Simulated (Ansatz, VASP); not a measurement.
**One calculation of AlO2, two programs**

```xyz
3
Lattice="3.1135 0.0000 0.0000 0.0000 3.1135 0.0000 0.0000 0.0000 4.7658" Properties=species:S:1:pos:R:3 pbc="T T T"
Al    1.5567    1.5567    2.3829
O     1.5567    1.5567    4.0842
O     1.5567    1.5567    0.6817
```

Alike in both runs: task single point; functional PBE; k mesh 6 × 6 × 4; occupations gaussian, width 0.1 eV; collinear spin.

```csv
,VASP,Ansatz
version,VASP 6.6.1,Ansatz 0.2.0
potentials or method,"VASP PAW PBE potentials, release 64 (Al, O), cutoff 520 eV","scalar-relativistic, plane waves, PAW"
valence electrons in the cell,15,15
```

Ansatz gave:

| Property | Result |
| --- | --- |
| gap on the k mesh at the Fermi level (eV) | none |
| pressure (GPa) | 0.0 |
| traceless stress, the component that is largest in VASP (GPa) | -0.04 |
| rms of the force components (eV/Å) | 0.002 |
| net moment per atom (μB) | 0.00 |

Q: What did VASP give for the same quantities?

A: gap on the k mesh at the Fermi level (eV): none; pressure (GPa): 0.3; traceless stress, the component that is largest in VASP (GPa): 0.85; rms of the force components (eV/Å): 0.100; net moment per atom (μB): 0.00.

Atom by atom the forces differ by 0.102 eV/Å (rms over components). A gap of «none» marks a metal or a gap that the smearing closes. The functional is the same, so the differences come from potentials, cutoffs and numerics. Ansatz's warnings: seeded moment not kept.
